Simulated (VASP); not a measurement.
A run of VASP 6.6.1 is set up as follows.

File INCAR:

```
SYSTEM = H2Se
ALGO = Normal
EDIFF = 1E-7
ENCUT = 520
GGA = PE
ISIF = 2
ISMEAR = 0
IVDW = 12
LASPH = .TRUE.
LCHARG = .FALSE.
LREAL = .FALSE.
LWAVE = .FALSE.
NBANDS = 11
NELM = 60
PREC = Accurate
SIGMA = 0.1
```

The input KPOINTS:

```
k-points
0
G
  6 6 6
  0 0 0
```

The input POSCAR:

```
H2Se
1.0
    1.8948823400     -2.9046886700      0.0000000000
    1.8948823400      2.9046886700      0.0000000000
    0.0000000000      0.0000000000      3.5412502300
H Se
2 1
Direct
    0.0997080100      0.9002919900      0.5000000000
    0.9002919900      0.0997080100      0.5000000000
    0.5000000000      0.5000000000      0.0000000000
```

Potentials or basis: VASP PAW PBE potentials, release 64 (H, Se).

Command:

```sh
$ cat potpaw_PBE.64/H/POTCAR potpaw_PBE.64/Se/POTCAR > POTCAR
$ mpirun -np 1 vasp_std > vasp.out
```

Problem. What does it give for the pressure?

Solution. -12.1 GPa.

Problem. Estimate the band gap on the k mesh.

Solution. Zero (band 4 reaches 2.21 eV, above the bottom of band 5 at -0.87 eV).

Problem. Predict the largest force.

Solution. 3.160 eV/Å.

Forces on the atoms (eV/Å):
```
H    0.000  3.160  0.000
H    0.000 -3.160  0.000
Se   0.000  0.000  0.000
```

Caveat: pairwise dispersion overbinds metals, which lowers pressure and volume; forces of over 1 eV/Å act on the atoms, so gaps and moduli don't describe the material at rest.
